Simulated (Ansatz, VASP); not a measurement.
One calculation of Tl, two programs

```
Tl
1.0
     3.25160    0.00000    0.00000
     0.00000    3.25160    0.00000
     0.00000    0.00000    3.25160
Tl
1
Direct
  0.00000 0.00000 0.00000
```

Alike in both runs: task single point; functional PBE; k mesh 12 × 12 × 12; occupations fermi-dirac, width 0.08 eV; no spin polarisation.

```csv
,VASP,Ansatz
version,VASP 6.6.1,Ansatz 0.2.0
potentials or method,"VASP PAW PBE potentials, release 64 (Tl_d), cutoff 520 eV","all-electron LAPW, scalar-relativistic"
```

VASP gave:

* pressure (GPa): -0.1

Estimate Ansatz's values.

pressure (GPa): 0.0.

Ansatz ran all-electron here, and VASP with PAW potentials.

Neither program's run includes spin-orbit coupling.
